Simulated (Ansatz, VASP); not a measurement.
Two plane-wave programs on Sr2Cd

```xyz
6
Lattice="4.4589 0.0000 0.0000 2.2294 -8.8461 0.0000 0.0000 0.0000 -4.4212" Properties=species:S:1:pos:R:3 pbc="T T T"
Sr    2.2294   -1.0438   -3.3159
Sr    4.4589   -7.8022   -1.1053
Sr    4.4589   -4.4230   -3.3159
Sr    2.2294   -4.4230   -1.1053
Cd    2.2294   -6.9707   -3.3159
Cd    4.4589   -1.8754   -1.1053
```

Alike in both runs: task single point; functional PBE; k mesh 4 × 4 × 4; no spin polarisation.

```csv
,VASP,Ansatz
version,VASP 6.6.1,Ansatz 0.2.0
potentials or method,"VASP PAW PBE potentials, release 64 (Sr_sv, Cd), cutoff 520 eV",PAW plane waves
occupations,"fermi-dirac, width 0.1 eV",fermi-dirac
valence electrons in the cell,64,80
```

Ansatz gave:

```
gap on the k mesh at the Fermi level (eV) : none
pressure (GPa)                            : 9.4
rms of the force components (eV/Å)        : 0.300
```

Task: What did VASP give for the same quantities?

Result: gap on the k mesh at the Fermi level (eV): none; pressure (GPa): 9.6; rms of the force components (eV/Å): 0.303.

A gap of «none» marks a metal or a gap that the smearing closes. VASP's potentials hold 64 valence electrons a cell and Ansatz's 80, so a difference there can come from the potentials and not from the codes.

The k mesh is coarse, so the values compare programs but aren't converged.
